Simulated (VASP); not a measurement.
Here is a VASP 6.6.1 calculation.

INCAR

```
  PREC = Accurate
  ENCUT = 520
  EDIFF = 1E-6
  ISMEAR = 0
  SIGMA = 0.15
  LREAL = F
  LASPH = T
  NELM = 80
  ALGO = Fast
  ISIF = 2
  LWAVE = F
  LCHARG = T
  GGA = PS
  LELF = T
  LVHAR = T
  NBANDS = 42
```

Contents of KPOINTS:

```
regular mesh
0
Gamma
  24 24 5
```

File POSCAR:

```
Ag
1.0
   -2.8670626753      0.0000000000      0.0000000000
   -1.4335313377     -2.4829491111      0.0000000000
    0.0000000000      0.0000000000     14.8221448197
Ag
6
Direct
    0.3333333333      0.3333333333      0.7120342034
    0.3333333333      0.3333333333      0.0791008463
    0.3333333333      0.3333333333      0.3955675248
    0.6666666667      0.6666666667      0.8702675426
    0.6666666667      0.6666666667      0.2373341856
    0.6666666667      0.6666666667      0.5538008641
```

Potentials or basis: VASP PAW PBE potentials, release 64 (Ag).

Command:

```sh
$ cat potpaw_PBE.64/Ag/POTCAR > POTCAR
$ mpirun -np 1 vasp_std > vasp.out
```

Question: Estimate the band gap on the k mesh.

Answer: Zero (bands 33 and 34 overlap by 6.53 eV).

Question: What does it give for the largest force?

Answer: 0.522 eV/Å.

Question: Predict the pressure.

Answer: -2.4 GPa.

Stress tensor (GPa, compression positive):
```
-2.01  0.00  0.00
 0.00 -2.01  0.00
 0.00  0.00 -3.23
```

Caveat: the cell differs from its parent crystal (the distance across one plane changed); the PAW data sets were made with another functional, which shifts forces and pressure a little.
